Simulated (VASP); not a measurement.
Write the native input for VASP 6.6.1 that does the following.

| Property | Result |
| --- | --- |
| Task | single point |
| Functional | PBE |
| Potentials or basis | VASP PAW PBE potentials, release 64 (Cs_sv) |
| Cutoff | 520 eV |
| k mesh | 9 × 9 × 5 |
| Occupations | fermi-dirac, width 0.05 eV |
| Spin | no spin polarisation |
| Dipole correction | no |
| Further INCAR settings | ALGO = Normal; EDIFF = 1e-06; NBANDS = 16 |

The structure of Cs lies in POSCAR:

```
Cs
1.0
    5.2529743025      0.0000000000      0.0000000000
   -2.6264871512      4.5492091914      0.0000000000
    0.0000000000      0.0000000000      8.6379218797
Cs
2
Direct
    0.3333333333      0.6666666667      0.2500000000
    0.6666666667      0.3333333333      0.7500000000
```

This isn't the form of Cs at room conditions, which is bcc.

These files were run (other wordings do the same):

INCAR

```
PREC     = Accurate       # precision mode
ENCUT    = 520            # plane-wave cutoff, eV
EDIFF    = 1E-6           # SCF threshold, eV
ISMEAR   = -1             # smearing method
SIGMA    = 0.05           # smearing width, eV
LREAL    = False          # projectors in reciprocal space
LASPH    = True           # aspherical terms in the spheres
NELM     = 80             # most SCF steps
ALGO     = Normal         # electronic algorithm
ISIF     = 2              # what is computed and relaxed
LWAVE    = False          # write WAVECAR
LCHARG   = False          # write CHGCAR
GGA      = PE             # functional
NBANDS   = 16             # bands
```

KPOINTS

```
Automatic mesh
0
Gamma
  9 9 5
```

Potentials or basis: VASP PAW PBE potentials, release 64 (Cs_sv).

Run with:

```console
$ cat potpaw_PBE.64/Cs_sv/POTCAR > POTCAR
$ mpirun -np 1 vasp_std > vasp.out
```

It gave:

The pressure is 0.3 GPa. The band gap on the k mesh is zero (bands 9 and 10 overlap by 1.62 eV).

Caveat: spin-orbit coupling is left out, which moves the levels of the heavy elements.

Wall time 98 s on 1 thread of Intel(R) Xeon(R) Platinum 8488C (Sapphire Rapids), on a shared host, peak memory 0.34 GiB.
